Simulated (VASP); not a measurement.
Runs of VASP 6.6.1 on Rh. The structure is that of space group P6_3/mmc (No. 194), or close to it. The cells are those of the table. 

```tsv
potentials or basis	spin	cell	k mesh	cutoff (eV)	second run	gap on the mesh (eV)	pressure (GPa)
VASP PAW LDA potentials, release 64 (Rh_pv)	off	a = 2.772, b = 2.772, c = 4.473 Å, angles 90.0, 90.0, 120.0°, 2 atoms	15 × 15 × 8	520	-	none	-25.9
VASP PAW LDA potentials, release 64 (Rh_pv)	off	a = 2.705, b = 2.705, c = 4.364 Å, angles 90.0, 90.0, 120.0°, 2 atoms	15 × 15 × 8	520	-	none	-10.4
VASP PAW LDA potentials, release 64 (Rh_pv)	off	a = 2.670, b = 2.670, c = 4.307 Å, angles 90.0, 90.0, 120.0°, 2 atoms	22 × 22 × 12	520	-	none	0.9
VASP PAW LDA potentials, release 64 (Rh_pv)	off	a = 2.739, b = 2.739, c = 4.419 Å, angles 90.0, 90.0, 120.0°, 2 atoms	15 × 15 × 8	520	-	none	(c)
VASP PAW LDA potentials, release 64 (Rh_pv)	off	a = 2.597, b = 2.597, c = 4.189 Å, angles 90.0, 90.0, 120.0°, 2 atoms	15 × 15 × 8	520	-	none	33.3
VASP PAW LDA potentials, release 64 (Rh_pv)	off	a = 2.634, b = 2.634, c = 4.249 Å, angles 90.0, 90.0, 120.0°, 2 atoms	15 × 15 × 8	520	-	none	(b)
VASP PAW LDA potentials, release 64 (Rh_sv_GW)	off	a = 2.634, b = 2.634, c = 4.249 Å, angles 90.0, 90.0, 120.0°, 2 atoms	15 × 15 × 8	530	valence_matched	none	12.1
VASP PAW LDA potentials, release 64 (Rh_pv)	off	a = 2.558, b = 2.558, c = 4.127 Å, angles 90.0, 90.0, 120.0°, 2 atoms	15 × 15 × 8	520	-	none	56.5
VASP PAW LDA potentials, release 64 (Rh_pv)	off	a = 2.670, b = 2.670, c = 4.307 Å, angles 90.0, 90.0, 120.0°, 2 atoms	15 × 15 × 8	520	-	none	0.9
VASP PAW LDA potentials, release 64 (Rh_pv)	non-collinear, zero start, SOC	a = 2.670, b = 2.670, c = 4.307 Å, angles 90.0, 90.0, 120.0°, 2 atoms	13 × 13 × 7	520	-	-	(a)
VASP PAW LDA potentials, release 64 (Rh_sv_GW)	off	a = 2.670, b = 2.670, c = 4.307 Å, angles 90.0, 90.0, 120.0°, 2 atoms	15 × 15 × 8	530	valence_matched	none	-2.0
```

Alike in all rows: task single point; level LDA; smearing fermi-dirac 0.1 eV.

Q: Fill in the values left out.

A: (a) 1.2; (b) 15.1; (c) -19.1.

A k mesh can miss the band edges, and rows without SOC leave out spin-orbit coupling on Rh.

A gap of «none» marks levels without a gap at the run's occupations.

The runs don't all hold the same shells in valence.
